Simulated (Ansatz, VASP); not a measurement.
**One calculation of Al, two programs**

Contents of INCAR:

```
PREC = Accurate
ENCUT = 520
EDIFF = 1E-6
ISMEAR = 0
SIGMA = 0.15
LREAL = False
LASPH = True
NELM = 60
ALGO = Fast
ISIF = 2
LWAVE = False
LCHARG = False
GGA = PS
NBANDS = 8
```

KPOINTS

```
regular mesh
0
Gamma
  22 22 22
```

File POSCAR:

```
Al
1.0
    0.0000000000      1.9046381017      2.2855657221
    1.9046381017      0.0000000000      2.2855657221
    1.9046381017      1.9046381017      0.0000000000
Al
1
Direct
    0.0000000000      0.0000000000      0.0000000000
```

Input for Ansatz:

```yaml
crystal:
  lattice:
    - [0.0, 1.9046381017, 2.2855657221]
    - [1.9046381017, 0.0, 2.2855657221]
    - [1.9046381017, 1.9046381017, 0.0]
  atoms:
    - { symbol: Al, position: [0.0, 0.0, 0.0] }
basis:
  ecutwfc: 420
kpoints:
  mp_grid: { grid: [22, 22, 22] }
hamiltonian:
  xc: pbesol
scf:
  occupations: { method: gaussian, width: 0.15 }
output:
  forces: true
  stress: true
  eigenvalues: true
```

Alike in both runs: task single point; functional PBEsol; k mesh 22 × 22 × 22; occupations gaussian, width 0.15 eV; no spin polarisation.

|  | VASP | Ansatz |
| --- | --- | --- |
| version | VASP 6.6.1 | Ansatz 0.2.0 |
| potentials or method | VASP PAW PBE potentials, release 64 (Al), cutoff 520 eV | scalar-relativistic, plane waves, PAW |
| valence electrons in the cell | 3 | 3 |

VASP gave:

| Property | Result |
| --- | --- |
| gap on the k mesh at the Fermi level (eV) | none |
| pressure (GPa) | 0.7 |
| traceless stress, the component that is largest in VASP (GPa) | -8.13 |

**Question.** Which values does Ansatz return?

**Answer.** gap on the k mesh at the Fermi level (eV): none; pressure (GPa): 0.7; traceless stress, the component that is largest in VASP (GPa): -8.08.

VASP's potentials were made for PBE, not for PBEsol. A gap of «none» marks a metal or a gap that the smearing closes. With one functional, cell and mesh, what is left measures potentials, basis and numerics.
